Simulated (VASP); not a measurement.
# Na (P6_3/mmc) in VASP: notebook

Na is run at these levels: LDA; tasks: single point.

Everything below comes from runs of VASP 6.6.1. Logs are shortened: lines on timing, memory, paths and dates and some standing lists are left out, and cuts for length are marked.

### 1 The cell of the first run

It takes space group P6_3/mmc (No. 194, hexagonal). Conventional cell: a = 3.187 Å, b = 3.187 Å, c = 5.163 Å, α = 90.00°, β = 90.00°, γ = 120.00°. Within 4.2 Å of Na (site symmetry -6m2) lie 12 Na at 3.17 to 3.19 Å.

This isn't the form of Na at room conditions, which is bcc.

### 2 Single point, LDA (22.71 Å³/atom)

INCAR

```
PREC = Accurate ; ENCUT = 520
EDIFF = 1E-7 ; ISMEAR = -1
SIGMA = 0.05 ; LREAL = False
LASPH = True ; NELM = 100
ALGO = Normal ; ISIF = 2
LWAVE = False ; LCHARG = False
NBANDS = 14
```

KPOINTS

```
regular mesh
0
Gamma
  12 12 7
```

POSCAR

```
Na
1.0
    3.1871651954      0.0000000000      0.0000000000
   -1.5935825977      2.7601660252      0.0000000000
    0.0000000000      0.0000000000      5.1632076165
Na
2
Direct
    0.3333333333      0.6666666667      0.2500000000
    0.6666666667      0.3333333333      0.7500000000
```

Potentials or basis: VASP PAW LDA potentials, release 64 (Na_pv).

Started as:

```sh
> cat potpaw_LDA.64/Na_pv/POTCAR > POTCAR
> mpirun -np 1 vasp_std > vasp.out
```

OUTCAR:

```text
PREC = Accurate
   ENCUT = 520
   EDIFF = 1E-7
   ISMEAR = -1
   LREAL = False
   LASPH = True
   NELM = 100
   ISIF = 2

 ion  position               nearest neighbor table
   1  0.333  0.667  0.250-
   2  0.667  0.333  0.750-

  LATTYP: Found a hexagonal cell.
 ALAT       =     3.1871651954
 C/A-ratio  =     1.6200000000

  Lattice vectors:

 A1 = (   3.1871651954,   0.0000000000,   0.0000000000)
 A2 = (  -1.5935825977,   2.7601660252,   0.0000000000)
 A3 = (   0.0000000000,   0.0000000000,   5.1632076165)

Analysis of symmetry for initial positions (statically):
=====================================================================
 Subroutine PRICEL returns:
 Original cell was already a primitive cell.

 Routine SETGRP: Setting up the symmetry group for a
 hexagonal supercell.

 Subroutine GETGRP returns: Found 24 space group operations
 (whereof 12 operations were pure point group operations)
 out of a pool of 24 trial point group operations.

The static configuration has the point symmetry D_3d.
 The point group associated with its full space group is D_6h.

Analysis of symmetry for dynamics (positions and initial velocities):
=====================================================================
 Subroutine PRICEL returns:
 Original cell was already a primitive cell.

 Routine SETGRP: Setting up the symmetry group for a
 hexagonal supercell.

 Subroutine GETGRP returns: Found 24 space group operations
 (whereof 12 operations were pure point group operations)
 out of a pool of 24 trial point group operations.

The dynamic configuration has the point symmetry D_3d.
 The point group associated with its full space group is D_6h.

 Subroutine INISYM returns: Found 24 space group operations
 (whereof 12 operations are pure point group operations),
 and found     1 'primitive' translations

----------------------------------------------------------------------------------------

                                     Primitive cell

  volume of cell :      45.4213

  direct lattice vectors                    reciprocal lattice vectors
     3.187165195  0.000000000  0.000000000     0.313758446  0.181148523  0.000000000
    -1.593582598  2.760166025  0.000000000     0.000000000  0.362297047  0.000000000
     0.000000000  0.000000000  5.163207617     0.000000000  0.000000000  0.193678053

  length of vectors
     3.187165195  3.187165195  5.163207617     0.362297047  0.362297047  0.193678053
[... 89 lines left out ...]
   POTIM  = 0.5000    time-step for ionic-motion
   TEBEG  =    0.0;   TEEND  =   0.0 temperature during run
   PSTRESS=    0.0 pullay stress
   NELECT =      14.0000    total number of electrons
   NUPDOWN=      -1.0000    fix difference up-down
   EMIN   =  10.00;   EMAX   =-10.00  energy-range for DOS
   EFERMI =   0.00;   METHOD = LEGACY
   ISMEAR =    -1;   SIGMA  =   0.05  broadening in eV -4-tet -1-fermi 0-gaus
   EFERMI_NEDOS =   21; number of points for ismear=-14 and -15
   IALGO  =     38    algorithm
   IMIX   =      4    mixing-type and parameters
     AMIX     =   0.40;   BMIX     =  1.00
     AMIX_MAG =   1.60;   BMIX_MAG =  1.00
  volume/ion in A,a.u.               =      22.71       153.26
  Fermi-wavevector in a.u.,A,eV,Ry     =   1.105854  2.089761 16.638737  1.222913
  Thomas-Fermi vector in A             =   2.242347
   LORBIT       =      0    0 simple, 1 ext, 2 COOP (PROOUT), +10 PAW based schemes
   GGA     = CA    functional components
   LHFCALC =     F    Hartree Fock is set to
   AEXX    =    0.0000 exact exchange contribution
   IVDW    =     0    specifies the selected vdW correction
   LEPSILON=     F    determine dielectric tensor
   LRPA    =     F    only Hartree local field effects (RPA)
 non-spin polarized calculation
  energy-cutoff  :      520.00
  volume of cell :       45.42
 maximum number of plane-waves:      1245
 NGX is ok and might be reduce to    24
   NGX = 11   NGY = 11   NGZ = 19

 number of electron      14.0000019 magnetization

 Free energy of the ion-electron system (eV)
  ---------------------------------------------------
  ext. energy  EPLUGINS =         0.00000000
  ---------------------------------------------------
  free energy    TOTEN  =        -2.56022095 eV

  energy without entropy =       -2.55429756  energy(sigma->0) =       -2.55725926

 E-fermi :   1.9945     XC(G=0):  -8.2766

 val. band max:        1.9786166339   @ k =   0.1667   0.1667   0.2857
 cond. band min:       2.0005198336   @ k =   0.0833   0.0833   0.1429
 fundamental gap:      0.0219031997
 Fermi energy:         1.9945189846

 k-point     1 :       0.0000    0.0000    0.0000
  band No.  band energies     occupation
      1     -22.9593      2.00000
      2     -22.7951      2.00000
      3     -22.7951      2.00000
      4     -22.7712      2.00000
      5     -22.7712      2.00000
      6     -22.7707      2.00000
      7      -2.5095      2.00000
      8       2.6889      0.00000
      9       3.4789      0.00000
     10      14.8077      0.00000
     11      14.8077      0.00000
     12      15.5017      0.00000
     13      15.8355      0.00000
     14      15.8355      0.00000
[... 377 lines left out ...]
      1     -22.9171      2.00000
      2     -22.8857      2.00000
      3     -22.8718      2.00000
      4     -22.8237      2.00000
      5     -22.7955      2.00000
      6     -22.7892      2.00000
      7      -0.1397      2.00000
      8       3.5847      0.00000
      9       5.7423      0.00000
     10       7.1577      0.00000
     11       9.3656      0.00000
     12      11.4518      0.00000
     13      12.2893      0.00000
     14      14.9852      0.00000

 [... further k-points ...]

------------------------ aborting loop because EDIFF is reached ----------------------------------------

  FORCE on cell =-STRESS in cart. coord.  units (eV):
  Direction    XX          YY          ZZ          XY          YZ          ZX
  --------------------------------------------------------------------------------------
  -------------------------------------------------------------------------------------
  Total        2.0498940      2.0498940      2.0419678      0.0000000      0.0000000      0.0000000
  in kB       72.3073794     72.3073794     72.0277919      0.0000000      0.0000000      0.0000000
  external PRESSURE =      72.2141836 kB  Pullay stress =       0.0000000 kB

 VOLUME and BASIS-vectors are now :
 -----------------------------------------------------------------------------
  energy-cutoff  :      520.00
  volume of cell :       45.42
      direct lattice vectors                 reciprocal lattice vectors
     3.187165195  0.000000000  0.000000000     0.313758446  0.181148523  0.000000000
    -1.593582598  2.760166025  0.000000000     0.000000000  0.362297047  0.000000000
     0.000000000  0.000000000  5.163207617     0.000000000  0.000000000  0.193678053

 POSITION                                       TOTAL-FORCE (eV/Angst)
 -----------------------------------------------------------------------------------
     -0.00000      1.84011      1.29080        -0.000000     -0.000000      0.000000
      1.59358      0.92006      3.87241         0.000000      0.000000     -0.000000
 -----------------------------------------------------------------------------------
    total drift:                               -0.000000      0.000000      0.000000

  FREE ENERGIE OF THE ION-ELECTRON SYSTEM (eV)
  ---------------------------------------------------
  free  energy   TOTEN  =        -2.5602209545 eV

  energy  without entropy=       -2.5542975643  energy(sigma->0) =       -2.55725926
```

OSZICAR:

```text
N       E                     dE             d eps       ncg     rms          rms(c)
DAV:   1     0.106972728280E+03    0.10697E+03   -0.78885E+03  2128   0.112E+03
DAV:   2     0.120208188148E+01   -0.10577E+03   -0.10421E+03  2254   0.303E+02
DAV:   3    -0.253014390443E+01   -0.37322E+01   -0.37290E+01  2686   0.618E+01
DAV:   4    -0.257337959772E+01   -0.43236E-01   -0.43234E-01  2500   0.736E+00
DAV:   5    -0.257418425794E+01   -0.80466E-03   -0.80465E-03  2650   0.968E-01    0.457E-01
DAV:   6    -0.256561890107E+01    0.85654E-02   -0.19212E-03  2634   0.684E-01    0.282E-01
DAV:   7    -0.256026755241E+01    0.53513E-02   -0.25365E-03  2770   0.668E-01    0.359E-02
DAV:   8    -0.256022027885E+01    0.47274E-04   -0.28534E-04  2686   0.285E-01    0.420E-03
DAV:   9    -0.256022083614E+01   -0.55730E-06   -0.36477E-06  2626   0.275E-02    0.224E-03
DAV:  10    -0.256022095321E+01   -0.11706E-06   -0.31836E-07  2482   0.497E-03    0.135E-04
DAV:  11    -0.256022095453E+01   -0.13224E-08   -0.31170E-09  1430   0.599E-04
   1 F= -.25602210E+01 E0= -.25572593E+01  d E =-.592339E-02
```

It took 32 s on 1 thread of Intel Xeon Platinum 8259CL at 2.50GHz (Skylake/Cascade Lake), shared host; peak memory 0.15 GiB.

Results:

| Property | Result |
| --- | --- |
| Free energy | -2.5602 eV |
| Pressure | 7.2 GPa |
| Band gap on the k mesh | zero (bands 7 and 8 overlap by 4.97 eV) |

Levels at points of the mesh, in eV from the Fermi level:
| k point | band 3 | band 4 | band 5 | band 6 | band 7 | band 8 | band 9 | band 10 | band 11 | band 12 |
| --- | --- | --- | --- | --- | --- | --- | --- | --- | --- | --- |
| (0.00, 0.00, 0.00) | -24.79 | -24.77 | -24.77 | -24.77 | -4.50 | 0.69 | 1.48 | 12.81 | 12.81 | 13.51 |
| (0.50, 0.00, 0.00) | -24.87 | -24.83 | -24.81 | -24.79 | 0.21 | 0.56 | 4.64 | 5.19 | 5.96 | 6.14 |

Caveat: the cell stands under pressure.

### 3 Single point, LDA

INCAR

```
SYSTEM = Na
PREC = Accurate ; ENCUT = 520
EDIFF = 1E-7 ; ISMEAR = -1
SIGMA = 0.05 ; LREAL = .False.
LASPH = .True. ; NELM = 60
ALGO = Normal ; ISIF = 2
LWAVE = .False. ; LCHARG = .False.
NBANDS = 14
```

KPOINTS

```
Automatic mesh
0
Gamma
  12 12 7
  0 0 0
```

POSCAR is that of step 2.

Potentials or basis: VASP PAW LDA potentials, release 64 (Na_pv).

Started as:

```sh
> cat potpaw_LDA.64/Na_pv/POTCAR > POTCAR
> mpirun -np 1 vasp_std > vasp.out
```

OUTCAR:

```text
SYSTEM = Na
   PREC = Accurate
   ENCUT = 520
   EDIFF = 1E-7
   ISMEAR = -1
   LREAL = .False.
   LASPH = .True.
   NELM = 60
   ISIF = 2

 ion  position               nearest neighbor table
   1  0.333  0.667  0.250-
   2  0.667  0.333  0.750-

  LATTYP: Found a hexagonal cell.
 ALAT       =     3.1871651954
 C/A-ratio  =     1.6200000000

  Lattice vectors:

 A1 = (   3.1871651954,   0.0000000000,   0.0000000000)
 A2 = (  -1.5935825977,   2.7601660252,   0.0000000000)
[... 593 lines left out ...]
 [... further k-points ...]

------------------------ aborting loop because EDIFF is reached ----------------------------------------

  FORCE on cell =-STRESS in cart. coord.  units (eV):
  Direction    XX          YY          ZZ          XY          YZ          ZX
  --------------------------------------------------------------------------------------
  -------------------------------------------------------------------------------------
  Total        2.0498940      2.0498940      2.0419678      0.0000000      0.0000000      0.0000000
  in kB       72.3073794     72.3073794     72.0277919      0.0000000      0.0000000      0.0000000
  external PRESSURE =      72.2141836 kB  Pullay stress =       0.0000000 kB

 VOLUME and BASIS-vectors are now :
 -----------------------------------------------------------------------------
  energy-cutoff  :      520.00
  volume of cell :       45.42
      direct lattice vectors                 reciprocal lattice vectors
     3.187165195  0.000000000  0.000000000     0.313758446  0.181148523  0.000000000
    -1.593582598  2.760166025  0.000000000     0.000000000  0.362297047  0.000000000
     0.000000000  0.000000000  5.163207617     0.000000000  0.000000000  0.193678053

 POSITION                                       TOTAL-FORCE (eV/Angst)
 -----------------------------------------------------------------------------------
     -0.00000      1.84011      1.29080        -0.000000     -0.000000      0.000000
      1.59358      0.92006      3.87241         0.000000      0.000000     -0.000000
 -----------------------------------------------------------------------------------
    total drift:                               -0.000000      0.000000      0.000000

  FREE ENERGIE OF THE ION-ELECTRON SYSTEM (eV)
  ---------------------------------------------------
  free  energy   TOTEN  =        -2.5602209545 eV

  energy  without entropy=       -2.5542975643  energy(sigma->0) =       -2.55725926
```

OSZICAR:

```text
N       E                     dE             d eps       ncg     rms          rms(c)
DAV:   1     0.106972728280E+03    0.10697E+03   -0.78885E+03  2128   0.112E+03
DAV:   2     0.120208188148E+01   -0.10577E+03   -0.10421E+03  2254   0.303E+02
DAV:   3    -0.253014390443E+01   -0.37322E+01   -0.37290E+01  2686   0.618E+01
DAV:   4    -0.257337959772E+01   -0.43236E-01   -0.43234E-01  2500   0.736E+00
DAV:   5    -0.257418425794E+01   -0.80466E-03   -0.80465E-03  2650   0.968E-01    0.457E-01
DAV:   6    -0.256561890107E+01    0.85654E-02   -0.19212E-03  2634   0.684E-01    0.282E-01
DAV:   7    -0.256026755241E+01    0.53513E-02   -0.25365E-03  2770   0.668E-01    0.359E-02
DAV:   8    -0.256022027885E+01    0.47274E-04   -0.28534E-04  2686   0.285E-01    0.420E-03
DAV:   9    -0.256022083614E+01   -0.55730E-06   -0.36477E-06  2626   0.275E-02    0.224E-03
DAV:  10    -0.256022095321E+01   -0.11706E-06   -0.31836E-07  2482   0.497E-03    0.135E-04
DAV:  11    -0.256022095453E+01   -0.13224E-08   -0.31170E-09  1430   0.599E-04
   1 F= -.25602210E+01 E0= -.25572593E+01  d E =-.592339E-02
```

It took 28 s on 1 thread of Intel Xeon Platinum 8259CL at 2.50GHz (Skylake/Cascade Lake), shared host; peak memory 0.15 GiB.

Results:

```yaml
Free_energy: -2.5602 eV
Pressure: 7.2 GPa
Band_gap_on_the_k_mesh: zero (bands 7 and 8 overlap by 4.97 eV)
```

Levels at points of the mesh, in eV from the Fermi level:
| k point | band 3 | band 4 | band 5 | band 6 | band 7 | band 8 | band 9 | band 10 | band 11 | band 12 |
| --- | --- | --- | --- | --- | --- | --- | --- | --- | --- | --- |
| (0.00, 0.00, 0.00) | -24.79 | -24.77 | -24.77 | -24.77 | -4.50 | 0.69 | 1.48 | 12.81 | 12.81 | 13.51 |
| (0.50, 0.00, 0.00) | -24.87 | -24.83 | -24.81 | -24.79 | 0.21 | 0.56 | 4.64 | 5.19 | 5.96 | 6.14 |

Caveat: the cell stands under pressure.

### 4 Single point, LDA

This run uses another cell than the first one, of 25.38 Å³/atom.

INCAR

```
SYSTEM = Na
ALGO = Normal ; EDIFF = 1E-7
ENCUT = 520 ; GGA = CA
ISIF = 2 ; ISMEAR = -1
LASPH = .True. ; LCHARG = .False.
LREAL = .False. ; LWAVE = .False.
NBANDS = 14 ; NELM = 80
PREC = Accurate ; SIGMA = 0.05
```

KPOINTS

```
k-points
0
Gamma
  12 12 7
  0 0 0
```

POSCAR

```
Na
1.0
    3.3075478364      0.0000000000      0.0000000000
   -1.6537739182      2.8644204506      0.0000000000
    0.0000000000      0.0000000000      5.3582274951
Na
2
Direct
    0.3333333333      0.6666666667      0.2500000000
    0.6666666667      0.3333333333      0.7500000000
```

Started as:

```sh
> cat potpaw_LDA.64/Na_pv/POTCAR > POTCAR
> mpirun -np 1 vasp_std > vasp.out
```

It took 44 s on 1 thread of Intel Xeon Platinum 8259CL at 2.50GHz (Skylake/Cascade Lake), shared host; peak memory 0.16 GiB.

It converged, with:

- Free energy: -2.7466 eV
- Pressure: 4.2 GPa
- Band gap on the k mesh: zero (bands 7 and 8 overlap by 4.72 eV)

Levels at points of the mesh, in eV from the Fermi level:
```csv
k point,band 5,band 6,band 7,band 8,band 9,band 10
"(0.00, 0.00, 0.00)",-24.76,-24.76,-4.19,0.67,1.36,12.11
"(0.50, 0.00, 0.00)",-24.79,-24.77,0.21,0.49,4.49,4.86
```

Caveat: the cell stands under pressure.

### 5 Single point, LDA (25.38 Å³/atom)

This run uses another cell than the first one, of 25.38 Å³/atom.

INCAR

```
SYSTEM = Na
PREC = Accurate
ENCUT = 520
EDIFF = 1E-6
ISMEAR = -1
SIGMA = 0.05
LREAL = .False.
LASPH = .True.
NELM = 60
ALGO = Normal
ISIF = 2
LWAVE = .False.
LCHARG = .True.
LELF = .True.
LVHAR = .True.
NBANDS = 14
```

KPOINTS

```
regular mesh
0
Gamma
  12 12 7
  0 0 0
```

POSCAR is that of step 4.

Started as:

```sh
> cat potpaw_LDA.64/Na_pv/POTCAR > POTCAR
> mpirun -np 1 vasp_std > vasp.out
```

Wall time 35 s (1 thread of Intel Xeon Platinum 8259CL at 2.50GHz (Skylake/Cascade Lake), shared host); peak memory 0.17 GiB.

It converged, with:

```
Free energy            : -2.7466 eV
Pressure               : 4.1 GPa
Band gap on the k mesh : zero (bands 7 and 8 overlap by 4.72 eV)
```

Levels at points of the mesh, in eV from the Fermi level:
| k point | band 5 | band 6 | band 7 | band 8 | band 9 | band 10 |
| --- | --- | --- | --- | --- | --- | --- |
| (0.00, 0.00, 0.00) | -24.76 | -24.76 | -4.19 | 0.67 | 1.36 | 12.11 |
| (0.50, 0.00, 0.00) | -24.79 | -24.77 | 0.21 | 0.49 | 4.49 | 4.86 |

Caveat: the cell stands under pressure.

The gap in the log of VASP goes by the Fermi energy; the results here count the filled bands.